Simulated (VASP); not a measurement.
Set up this calculation in VASP 6.6.1, as the native input.

```
Task                   : single point
Functional             : PBEsol
Potentials or basis    : VASP PAW PBE potentials, release 64 (Be)
Cutoff                 : 520 eV
k mesh                 : 24 × 24 × 24
Occupations            : gaussian, width 0.1 eV
Spin                   : no spin polarisation
Dipole correction      : no
Further INCAR settings : ALGO = Fast; EDIFF = 1e-06; NBANDS = 7
```

The structure of Be lies in POSCAR:

```
Be
1.0
   -1.2445120104      1.2445120104      1.2445120104
    1.2445120104     -1.2445120104      1.2445120104
    1.2445120104      1.2445120104     -1.2445120104
Be
1
Direct
    0.0000000000      0.0000000000      0.0000000000
```

This cell differs from its parent crystal: strained.

These files were run (other wordings do the same):

INCAR

```
SYSTEM = Be
PREC = Accurate
ENCUT = 520
EDIFF = 1E-6
ISMEAR = 0
SIGMA = 0.1
LREAL = .False.
LASPH = .True.
NELM = 80
ALGO = Fast
ISIF = 2
LWAVE = .False.
LCHARG = .False.
GGA = PS
NBANDS = 7
```

KPOINTS

```
regular mesh
0
Gamma
  24 24 24
  0 0 0
```

Potentials or basis: VASP PAW PBE potentials, release 64 (Be).

Run with:

```sh
$ cat potpaw_PBE.64/Be/POTCAR > POTCAR
$ mpirun -np 1 vasp_std > vasp.out
```

It gave:

```yaml
Pressure: 1.0 GPa
Band_gap_on_the_k_mesh: zero (band 1 reaches 12.10 eV, above the bottom of band 2 at 6.69 eV)
```

Caveat: the cell differs from its parent crystal (strained); the PAW data sets were made with another functional, which shifts forces and pressure a little.

Wall time 23 s on 1 thread of AMD EPYC 7R13, with other jobs on the host, peak memory 0.1 GiB.
